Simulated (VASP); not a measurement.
# In2O3 (R-3c) in VASP: settings compared

The runs below take In2O3 through single point, with BLYP+D3(BJ), r2SCAN.

Everything below comes from runs of VASP 6.6.1. Logs are shortened: lines on timing, memory, paths and dates and some standing lists are left out, and cuts for length are marked.

## 1. The cell of the first run

The structure is trigonal, space group R-3c (No. 167). The conventional cell has a = 5.573 Å, b = 5.573 Å, c = 14.655 Å, α = 90.00°, β = 90.00°, γ = 120.00°. Within 2.8 Å of In (site symmetry 3) lie 6 O at 2.15 to 2.29 Å. Within 2.8 Å of O (site symmetry 2) lie 4 In at 2.15 to 2.29 Å.

## 2. Single point, BLYP+D3(BJ)

Input file INCAR:

```
PREC = Accurate
ENCUT = 520
EDIFF = 1E-6
ISMEAR = -1
SIGMA = 0.05
LREAL = False
LASPH = True
NELM = 100
ALGO = Normal
ISIF = 2
LWAVE = False
LCHARG = False
GGA = B5
ALDAX = 1.0
AGGAX = 1.0
AGGAC = 1.0
ALDAC = 0.0
IVDW = 12
VDW_S6 = 1.0
VDW_S8 = 2.6996
VDW_A1 = 0.4298
VDW_A2 = 4.2359
NBANDS = 55
```

Input file KPOINTS:

```
Automatic mesh
0
Gamma
  6 6 6
```

Input file POSCAR:

```
In2O3
1.0
    2.7867065714      1.6089057891      4.8850411735
   -2.7867065714      1.6089057891      4.8850411735
    0.0000000000     -3.2178115783      4.8850411735
In O
4 6
Direct
    0.8581740053      0.8581740053      0.8581740053
    0.6418259947      0.6418259947      0.6418259947
    0.1418259947      0.1418259947      0.1418259947
    0.3581740053      0.3581740053      0.3581740053
    0.0466381367      0.7500000000      0.4533618633
    0.7500000000      0.4533618633      0.0466381367
    0.4533618633      0.0466381367      0.7500000000
    0.9533618633      0.2500000000      0.5466381367
    0.2500000000      0.5466381367      0.9533618633
    0.5466381367      0.9533618633      0.2500000000
```

Potentials or basis: VASP PAW PBE potentials, release 64 (In_d, O).

The run is started by

```
$ cat potpaw_PBE.64/In_d/POTCAR potpaw_PBE.64/O/POTCAR > POTCAR
$ mpirun -np 1 vasp_std > vasp.out
```

OUTCAR:

```text
PREC = Accurate
   ENCUT = 520
   EDIFF = 1E-6
   ISMEAR = -1
   LREAL = False
   LASPH = True
   NELM = 100
   ISIF = 2
   GGA = B5
   IVDW = 12
 IVDW          = 12

 ion  position               nearest neighbor table
   1  0.858  0.858  0.858-   8 2.15  10 2.15   9 2.15   6 2.29   5 2.29   7 2.29   2 3.17   3 3.30
                             3 3.30   3 3.30   2 3.65   2 3.65   2 3.65
   2  0.642  0.642  0.642-   9 2.15  10 2.15   8 2.15   5 2.29   6 2.29   7 2.29   1 3.17   4 3.30
                             4 3.30   4 3.30   1 3.65   1 3.65   1 3.65
   3  0.142  0.142  0.142-   5 2.15   7 2.15   6 2.15   9 2.29   8 2.29  10 2.29   4 3.17   1 3.30
                             1 3.30   1 3.30   4 3.65   4 3.65   4 3.65
   4  0.358  0.358  0.358-   6 2.15   7 2.15   5 2.15   8 2.29   9 2.29  10 2.29   3 3.17   2 3.30
                             2 3.30   2 3.30   3 3.65   3 3.65   3 3.65
   5  0.047  0.750  0.453-   3 2.15   4 2.15   2 2.29   1 2.29
   6  0.750  0.453  0.047-   4 2.15   3 2.15   1 2.29   2 2.29
   7  0.453  0.047  0.750-   3 2.15   4 2.15   1 2.29   2 2.29
   8  0.953  0.250  0.547-   1 2.15   2 2.15   4 2.29   3 2.29
   9  0.250  0.547  0.953-   2 2.15   1 2.15   3 2.29   4 2.29
  10  0.547  0.953  0.250-   1 2.15   2 2.15   3 2.29   4 2.29

  LATTYP: Found a trigonal (rhomboedric) cell.
 ALAT       =     5.8496101255
 COS(alpha) =     0.5461016164

  Lattice vectors:

 A1 = (   2.7867065714,   1.6089057891,   4.8850411735)
 A2 = (  -2.7867065714,   1.6089057891,   4.8850411735)
 A3 = (   0.0000000000,  -3.2178115783,   4.8850411735)

Analysis of symmetry for initial positions (statically):
=====================================================================
 Subroutine PRICEL returns:
 Original cell was already a primitive cell.

 Routine SETGRP: Setting up the symmetry group for a
 trigonal (rhombohedral) supercell.

 Subroutine GETGRP returns: Found 12 space group operations
 (whereof  6 operations were pure point group operations)
 out of a pool of 12 trial point group operations.

The static configuration has the point symmetry S_6 .
 The point group associated with its full space group is D_3d.

Analysis of symmetry for dynamics (positions and initial velocities):
=====================================================================
 Subroutine PRICEL returns:
 Original cell was already a primitive cell.

 Routine SETGRP: Setting up the symmetry group for a
 trigonal (rhombohedral) supercell.

 Subroutine GETGRP returns: Found 12 space group operations
 (whereof  6 operations were pure point group operations)
 out of a pool of 12 trial point group operations.

The dynamic configuration has the point symmetry S_6 .
 The point group associated with its full space group is D_3d.

 Subroutine INISYM returns: Found 12 space group operations
 (whereof  6 operations are pure point group operations),
 and found     1 'primitive' translations

----------------------------------------------------------------------------------------

                                     Primitive cell

  volume of cell :     131.4139

  direct lattice vectors                    reciprocal lattice vectors
     2.786706571  1.608905789  4.885041174     0.179423268  0.103590072  0.068235522
    -2.786706571  1.608905789  4.885041174    -0.179423268  0.103590072  0.068235522
     0.000000000 -3.217811578  4.885041174     0.000000000 -0.207180144  0.068235522

  length of vectors
     5.849610125  5.849610125  5.849610125     0.218127712  0.218127712  0.218127712

  position of ions in fractional coordinates (direct lattice)
     0.858174005  0.858174005  0.858174005
     0.641825995  0.641825995  0.641825995
     0.141825995  0.141825995  0.141825995
     0.358174005  0.358174005  0.358174005
     0.046638137  0.750000000  0.453361863
     0.750000000  0.453361863  0.046638137
     0.453361863  0.046638137  0.750000000
     0.953361863  0.250000000  0.546638137
     0.250000000  0.546638137  0.953361863
     0.546638137  0.953361863  0.250000000

  ion indices of the primitive-cell ions
   primitive index   ion index
                 1           1
                 2           2
                 3           3
                 4           4
                 5           5
                 6           6
                 7           7
                 8           8
                 9           9
                10          10

----------------------------------------------------------------------------------------

 KPOINTS: Automatic mesh

Automatic generation of k-mesh.
 Grid dimensions read from file:
 generate k-points for:    6    6    6

 Generating k-lattice:

  Cartesian coordinates                     Fractional coordinates (reciprocal lattice)
     0.029903878  0.017265012  0.011372587     0.166666667  0.000000000  0.000000000
    -0.029903878  0.017265012  0.011372587     0.000000000  0.166666667  0.000000000
     0.000000000 -0.034530024  0.011372587     0.000000000  0.000000000  0.166666667

  Length of vectors
     0.036354619  0.036354619  0.036354619

  Shift w.r.t. Gamma in fractional coordinates (k-lattice)
     0.000000000  0.000000000  0.000000000

 Subroutine IBZKPT returns following result:
 ===========================================

 Found     32 irreducible k-points:

 Following reciprocal coordinates:
            Coordinates               Weight
  0.000000  0.000000  0.000000      1.000000
  0.166667  0.000000  0.000000      6.000000
  0.333333 -0.000000  0.000000      6.000000
  0.500000 -0.000000 -0.000000      3.000000
  0.166667  0.166667  0.000000      6.000000
  0.333333  0.166667 -0.000000     12.000000
[... 16 lines left out ...]
  0.500000  0.500000  0.166667      6.000000
 -0.333333  0.500000  0.166667     12.000000
 [... further k-points ...]
   k-points           NKPTS =     32   k-points in BZ     NKDIM =     32   number of bands    NBANDS=     55
   number of dos      NEDOS =    301   number of ions     NIONS =     10
   total plane-waves  NPLWV = 110592
   dimension x,y,z NGX =    48 NGY =   48 NGZ =   48
   dimension x,y,z NGXF=    96 NGYF=   96 NGZF=   96
   ions per type =               4   6
   NGX,Y,Z   is equivalent  to a cutoff of  13.64, 13.64, 13.64 a.u.
   NGXF,Y,Z  is equivalent  to a cutoff of  27.28, 27.28, 27.28 a.u.
 SYSTEM =  unknown system
   PREC   = accura    normal or accurate (medium, high low for compatibility)
   ISTART =      0    job   : 0-new  1-cont  2-samecut
   ICHARG =      2    charge: 1-file 2-atom 10-const
   ISPIN  =      1    spin polarized calculation?
   LNONCOLLINEAR =      F non collinear calculations
   LSORBIT =      F    spin-orbit coupling
   LASPH  =      T    aspherical Exc in radial PAW
   ENCUT  =  520.0 eV  38.22 Ry    6.18 a.u.  10.88 10.88 10.88*2*pi/ulx,y,z
   NELM   =    100;   NELMIN=  2; NELMDL= -5     # of ELM steps
   EDIFF  = 0.1E-05   stopping-criterion for ELM
   LREAL  =      F    real-space projection
   EDIFFG = 0.1E-04   stopping-criterion for IOM
   NSW    =      0    number of steps for IOM
   IBRION =     -1    ionic relax: 0-MD 1-quasi-New 2-CG
   NFREE  =      0    steps in history (QN), initial steepest desc. (CG)
   ISIF   =      2    stress and relaxation
   ISYM   =      2    0-nonsym 1-usesym 2-fastsym
   POTIM  = 0.5000    time-step for ionic-motion
   TEBEG  =    0.0;   TEEND  =   0.0 temperature during run
   PSTRESS=    0.0 pullay stress
   NELECT =      88.0000    total number of electrons
   NUPDOWN=      -1.0000    fix difference up-down
   EMIN   =  10.00;   EMAX   =-10.00  energy-range for DOS
   EFERMI =   0.00;   METHOD = LEGACY
   ISMEAR =    -1;   SIGMA  =   0.05  broadening in eV -4-tet -1-fermi 0-gaus
   EFERMI_NEDOS =   21; number of points for ismear=-14 and -15
   IALGO  =     38    algorithm
   IMIX   =      4    mixing-type and parameters
     AMIX     =   0.40;   BMIX     =  1.00
     AMIX_MAG =   1.60;   BMIX_MAG =  1.00
  volume/ion in A,a.u.               =      13.14        88.68
  Fermi-wavevector in a.u.,A,eV,Ry     =   1.432260  2.706579 27.910576  2.051369
  Thomas-Fermi vector in A             =   2.551907
   LORBIT       =      0    0 simple, 1 ext, 2 COOP (PROOUT), +10 PAW based schemes
   GGA     = B5    functional components
   LHFCALC =     F    Hartree Fock is set to
   AEXX    =    0.0000 exact exchange contribution
   IVDW    =    12    specifies the selected vdW correction
   LEPSILON=     F    determine dielectric tensor
   LRPA    =     F    only Hartree local field effects (RPA)
 non-spin polarized calculation
  energy-cutoff  :      520.00
  volume of cell :      131.41
 maximum number of plane-waves:      3573
 NGX is ok and might be reduce to    48
   NGX = 21   NGY = 21   NGZ = 21

 number of electron      88.0000009 magnetization

 Free energy of the ion-electron system (eV)
  ---------------------------------------------------
  ext. energy  EPLUGINS =         0.00000000
  ---------------------------------------------------
  free energy    TOTEN  =       -51.41430507 eV

  energy without entropy =      -51.41430336  energy(sigma->0) =      -51.41430422

 E-fermi :   6.1356     XC(G=0): -10.5230

 val. band max:        5.4922939948   @ k =   0.3333  -0.0000   0.0000
 cond. band min:       6.5770000595   @ k =   0.0000   0.0000   0.0000
 fundamental gap:      1.0847060647
 Fermi energy:         6.1355738318

 k-point     1 :       0.0000    0.0000    0.0000
  band No.  band energies     occupation
      1     -11.7902      2.00000
      2     -11.0018      2.00000
      3     -11.0018      2.00000
      4     -10.7951      2.00000
      5     -10.7951      2.00000
      6     -10.6962      2.00000
[... 47 lines left out ...]
     54      15.2958      0.00000
[... 1333 lines left out ...]
     54      15.9771      0.00000
     55      16.5793      0.00000

 [... further k-points ...]

------------------------ aborting loop because EDIFF is reached ----------------------------------------

 Edisp (eV)   -4.87188

 E8    (eV) :    -3.5357

  FORCE on cell =-STRESS in cart. coord.  units (eV):
  Direction    XX          YY          ZZ          XY          YZ          ZX
  --------------------------------------------------------------------------------------
  -------------------------------------------------------------------------------------
  Total       0.48071     0.48071     0.30669    -0.00000    -0.00000    -0.00000
  in kB       5.86074     5.86074     3.73908    -0.00000    -0.00000    -0.00000
  external pressure =        5.15 kB  Pullay stress =        0.00 kB

 VOLUME and BASIS-vectors are now :
 -----------------------------------------------------------------------------
  energy-cutoff  :      520.00
  volume of cell :      131.41
      direct lattice vectors                 reciprocal lattice vectors
     2.786706571  1.608905789  4.885041174     0.179423268  0.103590072  0.068235522
    -2.786706571  1.608905789  4.885041174    -0.179423268  0.103590072  0.068235522
     0.000000000 -3.217811578  4.885041174     0.000000000 -0.207180144  0.068235522

 POSITION                                       TOTAL-FORCE (eV/Angst)
 -----------------------------------------------------------------------------------
      0.00000     -0.00000     12.57665         0.000000      0.000000     -0.018222
      0.00000     -0.00000      9.40604         0.000000     -0.000000      0.018222
      0.00000     -0.00000      2.07848         0.000000     -0.000000      0.018222
      0.00000     -0.00000      5.24908         0.000000      0.000000     -0.018222
     -1.96006     -0.17712      6.10630        -0.006476     -0.011216      0.000000
      0.82664      1.78602      6.10630        -0.006476      0.011216      0.000000
      1.13342     -1.60891      6.10630         0.012951      0.000000     -0.000000
      1.96006      0.17712      8.54882         0.006476      0.011216      0.000000
     -0.82664     -1.78602      8.54882         0.006476     -0.011216      0.000000
     -1.13342      1.60891      8.54882        -0.012951      0.000000      0.000000
 -----------------------------------------------------------------------------------
    total drift:                               -0.000000      0.000000      0.000000

  FREE ENERGIE OF THE ION-ELECTRON SYSTEM (eV)
  ---------------------------------------------------
  free  energy   TOTEN  =       -56.2861809429 eV

  energy  without entropy=      -56.2861792355  energy(sigma->0) =      -56.28618009
```

Run time: 7 min. Hardware: 1 thread of Intel Xeon Platinum 8488C (Sapphire Rapids), shared host; peak memory 0.4 GiB.

Results:

* Free energy: -56.2862 eV
* Pressure: 0.5 GPa
* Largest force: 0.018 eV/Å
* Band gap on the k mesh: 1.08 eV, indirect (least direct gap 1.16 eV)
* Dispersion energy per atom: -0.487 eV

Forces in eV/Å, atoms in the order of the input:
```
In   0.000  0.000 -0.018
In   0.000  0.000  0.018
In   0.000  0.000  0.018
In   0.000  0.000 -0.018
O   -0.006 -0.011  0.000
O   -0.006  0.011  0.000
O    0.013  0.000  0.000
O    0.006  0.011  0.000
O    0.006 -0.011  0.000
O   -0.013  0.000  0.000
```

Levels at points of the mesh, in eV from the valence-band top:
```
           k point  band 41  band 42  band 43  band 44  band 45  band 46  band 47  band 48
(0.00, 0.00, 0.00)    -0.25    -0.25    -0.08    -0.08     1.08     5.40     5.85     6.91
(0.50, 0.00, 0.00)    -0.70    -0.70    -0.06    -0.06     4.69     4.69     5.58     5.58
(0.50, 0.50, 0.00)    -0.53    -0.34    -0.10    -0.05     4.88     5.20     6.06     6.20
(0.50, 0.50, 0.50)    -0.19    -0.19    -0.19    -0.19     4.18     4.18     6.71     6.71
```

Caveat: the PAW data sets were made with another functional, which shifts forces and pressure a little; spin-orbit coupling is left out, which moves the levels of the heavy elements. BLYP gaps usually lie below the measured ones, often by a third to a half.

## 3. Single point, r2SCAN

This run uses another cell than the first one, of 12.61 Å³/atom, 0.960 times its volume.

Input file POSCAR:

```
In2O3
1.0
    2.7435000000      1.5839604635      4.8366666667
   -2.7435000000      1.5839604635      4.8366666667
    0.0000000000     -3.1679209270      4.8366666667
In O
4 6
Direct
    0.8573100000      0.8573100000      0.8573100000
    0.6426900000      0.6426900000      0.6426900000
    0.1426900000      0.1426900000      0.1426900000
    0.3573100000      0.3573100000      0.3573100000
    0.0480000000      0.7500000000      0.4520000000
    0.7500000000      0.4520000000      0.0480000000
    0.4520000000      0.0480000000      0.7500000000
    0.9520000000      0.2500000000      0.5480000000
    0.2500000000      0.5480000000      0.9520000000
    0.5480000000      0.9520000000      0.2500000000
```

Input file INCAR.step1:

```
PREC = Accurate
ENCUT = 520
ISMEAR = -1
SIGMA = 0.05
LREAL = F
LASPH = T
NELM = 100
NBANDS = 55
GGA = PE
ALGO = Normal
EDIFF = 1E-4
LWAVE = T
LCHARG = F
```

Input file INCAR.step2:

```
PREC = Accurate
ENCUT = 520
EDIFF = 1E-6
ISMEAR = -1
SIGMA = 0.05
LREAL = F
LASPH = T
NELM = 100
ALGO = Normal
ISIF = 2
LWAVE = F
LCHARG = F
METAGGA = R2SCAN
LMIXTAU = T
NBANDS = 55
ISTART = 1
```

KPOINTS is that of step 2.

Potentials or basis: VASP PAW PBE potentials, release 64 (In_d, O).

The run is started by

```
$ cat potpaw_PBE.64/In_d/POTCAR potpaw_PBE.64/O/POTCAR > POTCAR
$ cp INCAR.step1 INCAR
$ mpirun -np 1 vasp_std > vasp.out
$ cp INCAR.step2 INCAR
$ mpirun -np 1 vasp_std > vasp.out
```

Wall time 22 min (1 thread of Intel Xeon 6975P-C, shared host); peak memory 0.46 GiB.

It converged, with:

| Quantity | Value |
| --- | --- |
| Free energy | -144.4369 eV |
| Pressure | 3.2 GPa |
| Largest force | 0.128 eV/Å |
| Band gap on the k mesh | 1.90 eV, indirect (least direct gap 1.92 eV) |

Forces in eV/Å, atoms in the order of the input:
```
In   0.000  0.000 -0.064
In   0.000  0.000  0.064
In   0.000  0.000  0.064
In   0.000  0.000 -0.064
O   -0.064 -0.111  0.000
O   -0.064  0.111  0.000
O    0.128  0.000  0.000
O    0.064  0.111  0.000
O    0.064 -0.111  0.000
O   -0.128  0.000  0.000
```

Stress tensor (GPa, compression positive):
```
3.49 0.00 0.00
0.00 3.49 0.00
0.00 0.00 2.57
```

Levels at points of the mesh, in eV from the valence-band top:
```tsv
k point	band 41	band 42	band 43	band 44	band 45	band 46	band 47	band 48
(0.00, 0.00, 0.00)	-0.27	-0.27	-0.03	-0.03	1.90	6.29	7.08	8.05
(0.50, 0.00, 0.00)	-0.73	-0.73	-0.06	-0.06	5.63	5.63	6.65	6.65
(0.50, 0.50, 0.00)	-0.56	-0.33	-0.07	-0.03	5.90	6.19	7.24	7.30
(0.50, 0.50, 0.50)	-0.19	-0.19	-0.19	-0.19	5.04	5.04	8.02	8.02
```

Caveat: the PAW data sets were made with another functional, which shifts forces and pressure a little; spin-orbit coupling is left out, which moves the levels of the heavy elements.
